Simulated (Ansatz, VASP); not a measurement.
**Tc in VASP and in Ansatz**

```
Tc
1.0
     0.03900    1.96950    1.96950
     1.96950    0.03900    1.96950
     1.96950    1.96950    0.03900
Tc
1
Direct
  0.00000 0.00000 0.00000
```

Change from the starting cell: equal xy, yz and zx shear strains of +2 %.

Alike in both runs: task single point; functional PBEsol; k mesh 18 × 18 × 18; occupations fermi-dirac, width 0.03 eV; no spin polarisation.

|  | VASP | Ansatz |
| --- | --- | --- |
| version | VASP 6.6.1 | Ansatz 0.2.0 |
| potentials or method | VASP PAW PBE potentials, release 64 (Tc_pv), cutoff 520 eV | all-electron LAPW, scalar-relativistic |

Ansatz gave:

| Quantity | Value |
| --- | --- |
| pressure (GPa) | -14.8 |
| traceless stress, the component that is largest in VASP (GPa) | -3.22 |

Problem. Which values does VASP return?

Solution. Pressure (GPa): -15.5; traceless stress, the component that is largest in VASP (GPa): -3.20.

VASP's potentials were made for PBE, not for PBEsol. Ansatz ran all-electron here, and VASP with PAW potentials.
